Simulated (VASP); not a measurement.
A run of VASP 6.6.1 is set up as follows.

File INCAR:

```
  AGGAC = 1.0
  AGGAX = 1.0
  ALDAC = 0.0
  ALDAX = 1.0
  ALGO = Normal
  EDIFF = 1E-7
  ENCUT = 520
  GGA = B5
  ISIF = 2
  ISMEAR = -1
  LASPH = T
  LCHARG = F
  LREAL = F
  LWAVE = F
  NBANDS = 13
  NELM = 60
  PREC = Accurate
  SIGMA = 0.1
```

KPOINTS

```
k-points
0
Gamma
  10 10 10
```

File POSCAR:

```
Pb
1.0
    3.3447548110      0.0000000000      0.0000000000
    0.0000000000      3.3447548110      0.0000000000
    0.0000000000      0.0000000000      3.3447548110
Pb
1
Direct
    0.0000000000      0.0000000000      0.0000000000
```

Potentials or basis: VASP PAW PBE potentials, release 64 (Pb_d).

Run with:

```console
$ cat potpaw_PBE.64/Pb_d/POTCAR > POTCAR
$ mpirun -np 1 vasp_std > vasp.out
```

Problem. What does it give for the pressure?

Solution. 0.0 GPa.

Problem. Estimate the band gap on the k mesh.

Solution. Zero (band 7 reaches 9.83 eV, above the bottom of band 8 at 3.83 eV).

Caveat: the PAW data sets were made with another functional, which shifts forces and pressure a little; spin-orbit coupling is left out, which moves the levels of the heavy elements.
